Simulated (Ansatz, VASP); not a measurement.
**IrF2: VASP beside Ansatz**

```
CELL_PARAMETERS angstrom
4.85341 0.00000 0.00000
0.00000 4.85341 0.00000
0.00000 0.00000 3.12609
ATOMIC_POSITIONS crystal
Ir 0.00000 0.00000 0.00000
Ir 0.50000 0.50000 0.50000
F 0.30600 0.30600 0.00000
F 0.19400 0.80600 0.50000
F 0.69400 0.69400 0.00000
F 0.80600 0.19400 0.50000
```

Alike in both runs: task relaxation of cell and atoms; functional PBE; k mesh 4 × 4 × 6; occupations gaussian, width 0.1 eV; no spin polarisation.

|  | VASP | Ansatz |
| --- | --- | --- |
| version | VASP 6.6.1 | Ansatz 0.2.0 |
| potentials or method | VASP PAW PBE potentials, release 64 (Ir, F), cutoff 600 eV | scalar-relativistic, plane waves, PAW |
| valence electrons in the cell | 46 | 62 |

```tsv
	VASP	Ansatz	Ansatz less VASP
gap on the k mesh at the Fermi level, each at its own relaxed structure (eV)	none	none	-
relaxed volume (Å³/atom)	13.59	13.56	-0.030
relaxed length of the cell vector where the two differ most in proportion (Å)	3.656	3.678	+0.0227
```

A gap of «none» marks a metal or a gap that the smearing closes. VASP's potentials hold 46 valence electrons a cell and Ansatz's 62, so a difference there can come from the potentials and not from the codes.

Neither program's run includes spin-orbit coupling.
